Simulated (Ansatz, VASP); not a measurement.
## Ge: VASP beside Ansatz

File POSCAR:

```
Ge
1.0
    0.0000000000      2.8289100000      2.8289100000
    2.8289100000      0.0000000000      2.8289100000
    2.8289100000      2.8289100000      0.0000000000
Ge
2
Direct
    0.7500000000      0.7500000000      0.7500000000
    0.5000000000      0.5000000000      0.5000000000
```

The input INCAR.step1:

```
SYSTEM = Ge
PREC = Accurate ; ENCUT = 520
EDIFF = 1E-5 ; ISMEAR = 0
SIGMA = 0.01 ; LREAL = .False.
LASPH = .True. ; NELM = 80
ALGO = Normal ; ISIF = 2
LWAVE = .True. ; LCHARG = .False.
NBANDS = 21 ; GGA = PE
```

Contents of INCAR.step2:

```
SYSTEM = Ge
PREC = Accurate ; ENCUT = 520
EDIFF = 1E-7 ; ISMEAR = 0
SIGMA = 0.01 ; LREAL = .False.
LASPH = .True. ; NELM = 80
ALGO = Normal ; ISIF = 2
LWAVE = .False. ; LCHARG = .False.
GGA = PS ; LHFCALC = .True.
AEXX = 0.25 ; PRECFOCK = Normal
NBANDS = 21 ; ISTART = 1
```

KPOINTS

```
Automatic mesh
0
Gamma
  4 4 4
  0 0 0
```

input.yaml

```yaml
crystal:
  lattice:
    - [0.0, 2.82891, 2.82891]
    - [2.82891, 0.0, 2.82891]
    - [2.82891, 2.82891, 0.0]
  atoms:
    - { symbol: Ge, position: [0.75, 0.75, 0.75] }
    - { symbol: Ge, position: [0.5, 0.5, 0.5] }
hamiltonian:
  xc: { exchange: pbesol, correlation: pbesol, exx: { coeff: 0.25 } }
  pseudopotentials: { kind: paw }
kpoints:
  mp_grid: { grid: [4, 4, 4] }
  band_path:
    path:
      - [[0.0, 0.0, 0.0], [0.5, 0.0, 0.5], [0.5, 0.25, 0.75], [0.375, 0.375, 0.75], [0.0, 0.0, 0.0], [0.5, 0.5, 0.5], [0.625, 0.25, 0.625], [0.5, 0.25, 0.75], [0.5, 0.5, 0.5], [0.375, 0.375, 0.75]]
      - [[0.625, 0.25, 0.625], [0.5, 0.0, 0.5]]
    npoints: 4
scf:
  occupations: { method: gaussian, width: 0.01 }
  n_extra_bands: 6
output:
  forces: true
  stress: true
  eigenvalues: true
  fatbands: false
```

Alike in both runs: functional PBEsol-based global hybrid; k mesh 4 × 4 × 4; occupations gaussian, width 0.01 eV; no spin polarisation.

|  | VASP | Ansatz |
| --- | --- | --- |
| version | VASP 6.6.1 | Ansatz 0.2.0 |
| potentials or method | VASP PAW PBE potentials, release 64 (Ge_d) | Ansatz PAW |
| plane-wave cutoff (eV) | 520 | 420 |
| valence electrons in the cell | 28 | 28 |
| task | single point | band structure |

|  | VASP | Ansatz | Ansatz less VASP |
| --- | --- | --- | --- |
| gap on the k mesh at the Fermi level (eV) | 1.53 | 1.46 | -0.069 |
| least direct gap on the mesh (eV) | 1.61 | 1.53 | -0.083 |
| pressure (GPa) | -1.3 | -1.2 | +0.14 |

VASP's potentials were made for PBE, not for PBEsol-based global hybrid.

The k mesh is coarse, so the values compare programs but aren't converged.
